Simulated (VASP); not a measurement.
Sc, 1 atom in the cell. Symmetry: Im-3m, No. 229, cubic system. The conventional cell has a = 3.631 Å, b = 3.631 Å, c = 3.631 Å, α = 90.00°, β = 90.00°, γ = 90.00°. Sc (site symmetry m-3m) has 14 Sc at 3.14 to 3.63 Å within 4.1 Å.  This cell differs from its parent crystal: volume scaled by 0.96.

```yaml
Program: VASP 6.6.1
Task: single point
Functional: PBE
Potentials_or_basis: VASP PAW PBE potentials, release 64 (Sc_sv)
Cutoff: 520 eV
k_mesh: 14 × 14 × 14
Occupations: fermi-dirac, width 0.1 eV
Spin: no spin polarisation
Dipole_correction: no
Further_INCAR_settings: ALGO = Normal; EDIFF = 1e-06; NBANDS = 12
```

Potentials or basis: VASP PAW PBE potentials, release 64 (Sc_sv).

Launch:

```sh
$ cat potpaw_PBE.64/Sc_sv/POTCAR > POTCAR
$ mpirun -np 1 vasp_std > vasp.out
```

Hardware: 1 thread of Intel(R) Xeon(R) Platinum 8259CL CPU @ 2.50GHz (Skylake/Cascade Lake) (shared host).

**Question.** How long does it take, and how much memory?

**Answer.** Wall time 32 s on 1 thread of Intel(R) Xeon(R) Platinum 8259CL CPU @ 2.50GHz (Skylake/Cascade Lake), with other jobs on the host, peak memory 0.15 GiB. Counts: scf iterations 12, k points 104.
